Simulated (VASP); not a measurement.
Crystal: Cu.

```
Cu
1.0
     0.00000    1.80748    1.80748
     1.80748    0.00000    1.80748
     1.80748    1.80748    0.00000
Cu
1
Direct
  0.00000 0.00000 0.00000
```

| Property | Result |
| --- | --- |
| Program | VASP 6.6.1 |
| Task | relaxation of cell and atoms |
| Functional | r2SCAN |
| Potentials or basis | VASP PAW PBE potentials, release 64 (Cu) |
| Cutoff | 600 eV |
| k mesh | 15 × 15 × 15 |
| Occupations | fermi-dirac, width 0.1 eV |
| Spin | no spin polarisation |

At the start: pressure -4.3 GPa; volume 11.81 Å³/atom.

Problem. Where does the relaxation end?

Solution. Over 3 steps the energy falls by 4.4 meV/atom and the volume is 11.48 Å³/atom (-2.8 %); space group Fm-3m (No. 225, to 0.05 Å).

Step by step:
```csv
step,energy change (eV),largest force (eV/Å),pressure (GPa),volume (Å³)
1,0.0000,0.0000,-4.30,11.81
2,-0.0026,0.0000,2.96,11.28
3,-0.0044,0.0000,-0.09,11.48
```

Final structure:
```cif
data_structure
_symmetry_space_group_name_H-M 'P 1'
_symmetry_Int_Tables_number 1
_cell_length_a 2.5324
_cell_length_b 2.5324
_cell_length_c 2.5324
_cell_angle_alpha 60.000
_cell_angle_beta 60.000
_cell_angle_gamma 60.000
_cell_volume 11.48
loop_
_atom_site_label
_atom_site_type_symbol
_atom_site_fract_x
_atom_site_fract_y
_atom_site_fract_z
_atom_site_occupancy
Cu1 Cu 0.00000 0.00000 0.00000 1
```

Caveat: the PAW data sets were made with another functional, which shifts forces and pressure a little.
